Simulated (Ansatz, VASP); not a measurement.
## One calculation of TiAl3, two programs

```
Ti Al
1.0
    -1.77163    1.77163    4.30948
     1.77163   -1.77163    4.30948
     1.77163    1.77163   -4.30948
Ti Al
1 3
Direct
  0.00000 0.00000 0.00000
  0.50000 0.50000 0.00000
  0.75000 0.25000 0.50000
  0.25000 0.75000 0.50000
```

Alike in both runs: task single point; functional LDA; k mesh 16 × 16 × 16; occupations gaussian, width 0.15 eV; no spin polarisation.

|  | VASP | Ansatz |
| --- | --- | --- |
| version | VASP 6.6.1 | Ansatz 0.2.0 |
| potentials or method | VASP PAW LDA potentials, release 64 (Ti_sv, Al), cutoff 520 eV | scalar-relativistic, plane waves, PAW |
| valence electrons in the cell | 21 | 21 |

|  | VASP | Ansatz | Ansatz less VASP |
| --- | --- | --- | --- |
| gap on the k mesh at the Fermi level (eV) | none | none | - |
| pressure (GPa) | 17.9 | 17.6 | -0.30 |
| traceless stress, the component that is largest in VASP (GPa) | -15.26 | -15.23 | +0.034 |

Ansatz warns that its potentials were made for another functional, while VASP's fit it. LDA's correlation is that of Perdew and Zunger in VASP and of Perdew and Wang (1992) in Ansatz. A gap of «none» marks a metal or a gap that the smearing closes.
